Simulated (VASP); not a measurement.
A run of VASP 6.6.1:

File INCAR:

```
PREC = Accurate
ENCUT = 500
EDIFF = 1E-6
ISMEAR = 0
SIGMA = 0.05
LREAL = False
LASPH = True
NELM = 120
ALGO = Normal
ISIF = 2
LWAVE = False
LCHARG = False
GGA = B5
ALDAX = 1.0
AGGAX = 1.0
AGGAC = 1.0
ALDAC = 0.0
NBANDS = 15
GGA_COMPAT = False
```

The input KPOINTS:

```
regular mesh
0
Gamma
  6 6 6
```

File POSCAR:

```
SrTe
1.0
    0.0000000000      3.2835482389      3.2835482389
    3.2835482389      0.0000000000      3.2835482389
    3.2835482389      3.2835482389      0.0000000000
Sr Te
1 1
Direct
    0.5000000000      0.5000000000      0.5000000000
    0.0000000000      0.0000000000      0.0000000000
```

Potentials or basis: VASP PAW PBE potentials, release 64 (Sr_sv, Te).

Run with:

```bash
$ cat potpaw_PBE.64/Sr_sv/POTCAR potpaw_PBE.64/Te/POTCAR > POTCAR
$ mpirun -np 1 vasp_std > vasp.out
```

Hardware: 1 thread of Intel Xeon 8259CL, with other jobs on the host.

Task: Estimate the wall time of this run.

Result: Wall time 43 s on 1 thread of Intel Xeon 8259CL, on a shared host, peak memory 0.21 GiB. Counts: scf iterations 13, k points 16.
